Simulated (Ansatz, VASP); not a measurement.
**Ti in VASP and in Ansatz**

The input INCAR:

```
SYSTEM = Ti
PREC     = Accurate       ! precision mode
ENCUT    = 520            ! plane-wave cutoff, eV
EDIFF    = 1E-7           ! SCF threshold, eV
ISMEAR   = 0              ! smearing method
SIGMA    = 0.1            ! smearing width, eV
LREAL    = .FALSE.        ! projectors in reciprocal space
LASPH    = .TRUE.         ! aspherical terms in the spheres
NELM     = 100            ! most SCF steps
ALGO     = Normal         ! electronic algorithm
ISIF     = 2              ! what is computed and relaxed
LWAVE    = .FALSE.        ! write WAVECAR
LCHARG   = .TRUE.         ! write CHGCAR
GGA      = PE             ! functional
LELF     = .TRUE.         ! ELF
LVHAR    = .TRUE.       
NBANDS   = 51             ! bands
```

File KPOINTS:

```
Automatic mesh
0
G
  11 11 1
  0 0 0
```

The input POSCAR:

```
Ti
1.0
    3.2555055271      0.0000000000      0.0000000000
    0.0000000000      3.2555055271      0.0000000000
    0.0000000000      0.0000000000     24.7665165814
Ti
7
Direct
    0.5000000000      0.5000000000      0.3028282147
    0.0000000000      0.0000000000      0.3685521431
    0.5000000000      0.5000000000      0.4342760716
    0.0000000000      0.0000000000      0.5000000000
    0.5000000000      0.5000000000      0.5657239284
    0.0000000000      0.0000000000      0.6314478569
    0.5000000000      0.5000000000      0.6971717853
```

Input for Ansatz:

```yaml
crystal:
  lattice:
    - [3.2555055271, 0.0, 0.0]
    - [0.0, 3.2555055271, 0.0]
    - [0.0, 0.0, 24.7665165814]
  atoms:
    - { symbol: Ti, position: [0.5, 0.5, 0.3028282147] }
    - { symbol: Ti, position: [0.0, 0.0, 0.3685521431] }
    - { symbol: Ti, position: [0.5, 0.5, 0.4342760716] }
    - { symbol: Ti, position: [0.0, 0.0, 0.5] }
    - { symbol: Ti, position: [0.5, 0.5, 0.5657239284] }
    - { symbol: Ti, position: [0.0, 0.0, 0.6314478569] }
    - { symbol: Ti, position: [0.5, 0.5, 0.6971717853] }
basis:
  ecutwfc: 420
kpoints:
  mp_grid: { grid: [11, 11, 1] }
hamiltonian:
  xc: pbe
scf:
  occupations: { method: gaussian, width: 0.1 }
output:
  forces: true
  stress: true
  eigenvalues: true
```

Alike in both runs: task single point; functional PBE; k mesh 11 × 11 × 1; occupations gaussian, width 0.1 eV; no spin polarisation.

```csv
,VASP,Ansatz
version,VASP 6.6.1,Ansatz 0.2.0
potentials or method,"VASP PAW PBE potentials, release 64 (Ti_sv), cutoff 520 eV","scalar-relativistic, plane waves, PAW"
valence electrons in the cell,84,84
```

|  | VASP | Ansatz | Ansatz less VASP |
| --- | --- | --- | --- |
| gap on the k mesh at the Fermi level (eV) | none | none | - |
| rms of the force components (eV/Å) | 0.195 | 0.193 | -0.0020 |

Atom by atom the forces differ by 0.004 eV/Å (rms over components). A gap of «none» marks a metal or a gap that the smearing closes. With one functional, cell and mesh, what is left measures potentials, basis and numerics.
